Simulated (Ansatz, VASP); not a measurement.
BN: VASP beside Ansatz

Contents of INCAR:

```
  ALGO = Normal
  EDIFF = 1E-8
  ENCUT = 520
  GGA = PE
  ISIF = 2
  ISMEAR = 0
  LASPH = True
  LCHARG = False
  LEFG = True
  LREAL = Auto
  LWAVE = False
  NBANDS = 46
  NELM = 80
  PREC = Accurate
  SIGMA = 0.01
```

The input KPOINTS:

```
k-points
0
Gamma
  5 5 5
```

The input POSCAR:

```
BN
1.0
    0.0000000000      3.6150000000      3.6150000000
    3.6150000000      0.0000000000      3.6150000000
    3.6150000000      3.6150000000      0.0000000000
B N
8 8
Direct
    0.0000000000      0.0000000000      0.0000000000
    0.0000000000      0.0000000000      0.5000000000
    0.0000000000      0.5000000000      0.0000000000
    0.0000000000      0.5000000000      0.5000000000
    0.5000000000      0.0000000000      0.0000000000
    0.5000000000      0.0000000000      0.5000000000
    0.5000000000      0.5000000000      0.0000000000
    0.5000000000      0.5000000000      0.5000000000
    0.1250000000      0.1250000000      0.1250000000
    0.1250000000      0.1250000000      0.6250000000
    0.1250000000      0.6250000000      0.1250000000
    0.1250000000      0.6250000000      0.6250000000
    0.6250000000      0.1250000000      0.1250000000
    0.6250000000      0.1250000000      0.6250000000
    0.6250000000      0.6250000000      0.1250000000
    0.6250000000      0.6250000000      0.6250000000
```

Input for Ansatz:

```yaml
crystal:
  lattice:
    - [0.0, 3.615, 3.615]
    - [3.615, 0.0, 3.615]
    - [3.615, 3.615, 0.0]
  atoms:
    - { symbol: B, position: [0.0, 0.0, 0.0] }
    - { symbol: B, position: [0.0, 0.0, 0.5] }
    - { symbol: B, position: [0.0, 0.5, 0.0] }
    - { symbol: B, position: [0.0, 0.5, 0.5] }
    - { symbol: B, position: [0.5, 0.0, 0.0] }
    - { symbol: B, position: [0.5, 0.0, 0.5] }
    - { symbol: B, position: [0.5, 0.5, 0.0] }
    - { symbol: B, position: [0.5, 0.5, 0.5] }
    - { symbol: "N", position: [0.125, 0.125, 0.125] }
    - { symbol: "N", position: [0.125, 0.125, 0.625] }
    - { symbol: "N", position: [0.125, 0.625, 0.125] }
    - { symbol: "N", position: [0.125, 0.625, 0.625] }
    - { symbol: "N", position: [0.625, 0.125, 0.125] }
    - { symbol: "N", position: [0.625, 0.125, 0.625] }
    - { symbol: "N", position: [0.625, 0.625, 0.125] }
    - { symbol: "N", position: [0.625, 0.625, 0.625] }
kpoints:
  mp_grid: { grid: [5, 5, 5] }
scf:
  occupations: { method: fixed }
hamiltonian:
  xc: pbe
  pseudopotentials: { kind: paw }
output:
  forces: true
  efg:
    quadrupole_moments_barn: { B: 0.04059, "N": 0.02044 }
    contact_densities: true
  core_levels:
    shells: { B: "1s", "N": "1s" }
    counted_from: valence_top
    eps_inf: [4.606, 4.606, 4.606]
```

Alike in both runs: task electric field gradients; functional PBE; k mesh 5 × 5 × 5; no spin polarisation.

|  | VASP | Ansatz |
| --- | --- | --- |
| version | VASP 6.6.1 | Ansatz 0.2.0 |
| potentials or method | VASP PAW PBE potentials, release 64 (B, N) | plane-wave PAW, scalar-relativistic |
| plane-wave cutoff (eV) | 520 | 420 |
| occupations | gaussian, width 0.01 eV | fixed |
| valence electrons in the cell | 64 | 64 |

|  | VASP | Ansatz | Ansatz less VASP |
| --- | --- | --- | --- |
| gap on the k mesh at the Fermi level (eV) | 4.46 | 4.47 | +0.012 |
